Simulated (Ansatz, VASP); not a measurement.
## MgO: VASP beside Ansatz

```
Mg O
1.0
     0.00000    2.10217    2.10217
     2.10217    0.00000    2.10217
     2.10217    2.10217    0.00000
Mg O
1 1
Direct
  0.00000 0.00000 0.00000
  0.50000 0.50000 0.50000
```

Alike in both runs: task single point; functional PBEsol; k mesh 8 × 8 × 8; occupations fermi-dirac, width 0.2 eV; no spin polarisation.

```csv
,VASP,Ansatz
version,VASP 6.6.1,Ansatz 0.2.0
potentials or method,"VASP PAW PBE potentials, release 64 (Mg_sv, O)",plane waves
plane-wave cutoff (eV),840,420
valence electrons in the cell,16,16
```

```csv
,VASP,Ansatz,Ansatz less VASP
pressure (GPa),1.3,1.1,-0.21
```

VASP's potentials were made for PBE, not for PBEsol.
